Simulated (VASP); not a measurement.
## NbSi: single point with PBE

NbSi:

```
Nb Si
1.0
     3.20142    0.00000    0.00000
     0.00000    3.20142    0.00000
     0.00000    0.00000    6.40285
Nb Si
2 2
Cartesian
  0.0000 0.0000 0.0000
  0.0000 0.0000 3.2014
  1.6007 1.6007 1.6007
  1.6007 1.6007 4.8021
```

```yaml
Program: VASP 6.6.1
Task: single point
Functional: PBE
Potentials_or_basis: VASP PAW PBE potentials, release 64 (Nb_sv, Si)
Cutoff: 500 eV
k_mesh: 3 × 3 × 1
Occupations: fermi-dirac, width 0.1 eV
Spin: collinear spin
Starting_moments: "[0.5, 0.5, 0.0, 0.0] μB"
Dipole_correction: no
Further_INCAR_settings: ALGO = Normal; EDIFF = 1e-06; NBANDS = 29
```

The pressure is -3.9 GPa and the band gap on the k mesh is zero (filled and empty bands overlap). The net moment is 0.00 μB per cell and the valence electrons inside the program's atomic spheres are Nb 10.64; Si 1.68.

Stress tensor (GPa, compression positive):
```
  2.41   0.00   0.00
  0.00   2.41   0.00
  0.00   0.00 -16.46
```

Levels at points of the mesh, in eV from the Fermi level:
Spin up:
```tsv
k point	band 15	band 16	band 17	band 18	band 19	band 20
(0.00, 0.00, 0.00)	-0.95	-0.95	2.01	2.12	2.12	2.42
```
Spin down:
```
           k point  band 13  band 14  band 15  band 16  band 17  band 18  band 19  band 20  band 21  band 22
(0.00, 0.00, 0.00)    -2.45    -1.56    -0.95    -0.95     2.01     2.12     2.12     2.42     2.43     2.49
```

It took 26 s on 1 thread of Intel Xeon 8259CL, on a shared host, peak memory 0.18 GiB.

Caveat: the k points lie up to 0.98 Å⁻¹ apart, too coarse for converged energies and pressures of a metal.
